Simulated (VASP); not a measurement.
# Cr: single point with BLYP

The system is Cr.

```
Cr
1.0
     2.61366    0.00000    0.00000
    -1.30683    2.26350    0.00000
     0.00000    0.00000    9.31321
Cr
4
Direct
  0.00000 0.00000 0.00000
  0.00000 0.00000 0.50000
  0.33333 0.66667 0.25000
  0.66667 0.33333 0.75000
```

This isn't the form of Cr at room conditions, which is bcc.

```
Program             : VASP 6.6.1
Task                : single point
Functional          : BLYP
Potentials or basis : VASP PAW PBE potentials, release 64 (Cr_pv)
Cutoff              : 520 eV
k mesh              : 16 × 16 × 4
Occupations         : fermi-dirac, width 0.05 eV
Spin                : collinear spin, ferromagnetic start
Starting moments    : [1.5, 1.5, 1.5, 1.5] μB
```

```yaml
Pressure: -19.3 GPa
Band_gap_on_the_k_mesh: zero (filled and empty bands overlap)
Net_moment: 0.00 μB per cell
Valence_electrons_inside_the_program's_atomic_spheres: Cr 10.78
```

Stress tensor (GPa, compression positive):
```
-20.22   0.00   0.00
  0.00 -20.22   0.00
  0.00   0.00 -17.34
```

Levels at points of the mesh, in eV from the Fermi level:
Spin up:
```csv
k point,band 22,band 23,band 24,band 25,band 26,band 27
"(0.00, 0.00, 0.00)",-0.29,-0.29,-0.16,-0.16,-0.09,-0.09
"(0.50, 0.00, 0.00)",-0.31,-0.12,0.76,0.77,1.63,1.79
"(0.00, 0.00, 0.50)",-0.30,-0.30,-0.30,-0.16,-0.16,-0.16
"(0.50, 0.00, 0.50)",0.12,0.13,0.13,0.50,0.50,1.50
```
Spin down:
```tsv
k point	band 20	band 21	band 22	band 23	band 24	band 25	band 26	band 27	band 28	band 29
(0.00, 0.00, 0.00)	-0.35	-0.35	-0.29	-0.29	-0.16	-0.16	-0.09	-0.09	-0.03	0.94
(0.50, 0.00, 0.00)	-1.20	-0.63	-0.31	-0.12	0.76	0.76	1.63	1.79	1.84	2.01
(0.00, 0.00, 0.50)	-0.86	-0.30	-0.30	-0.30	-0.30	-0.16	-0.16	-0.16	-0.16	1.08
(0.50, 0.00, 0.50)	-1.30	0.12	0.12	0.13	0.13	0.50	0.50	1.50	1.50	2.27
```

Run time: 6.9 min on 1 thread of Intel(R) Xeon(R) Platinum 8259CL CPU @ 2.50GHz (Skylake/Cascade Lake), on a shared host, peak memory 0.35 GiB.

Caveat: the cell stands under tension; the PAW data sets were made with another functional, which shifts forces and pressure a little.
